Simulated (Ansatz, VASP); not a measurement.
**Hf: VASP beside Ansatz**

```
Hf
1.0
    -1.79677    1.79677    1.79677
     1.79677   -1.79677    1.79677
     1.79677    1.79677   -1.79677
Hf
1
Direct
  0.00000 0.00000 0.00000
```

Alike in both runs: task single point; functional PBE; k mesh 18 × 18 × 18; occupations gaussian, width 0.05 eV; no spin polarisation.

```csv
,VASP,Ansatz
version,VASP 6.6.1,Ansatz 0.2.0
potentials or method,"VASP PAW PBE potentials, release 64 (Hf_pv), cutoff 520 eV","scalar-relativistic, plane waves, PAW"
valence electrons in the cell,10,26
```

Ansatz gave:

| Quantity | Value |
| --- | --- |
| gap on the k mesh at the Fermi level (eV) | none |
| pressure (GPa) | -3.8 |

Q: Which values does VASP return?

A: gap on the k mesh at the Fermi level (eV): none; pressure (GPa): -4.1.

A gap of «none» marks a metal or a gap that the smearing closes. VASP's potentials hold 10 valence electrons a cell and Ansatz's 26, so a difference there can come from the potentials and not from the codes.

Spin-orbit coupling is off throughout.
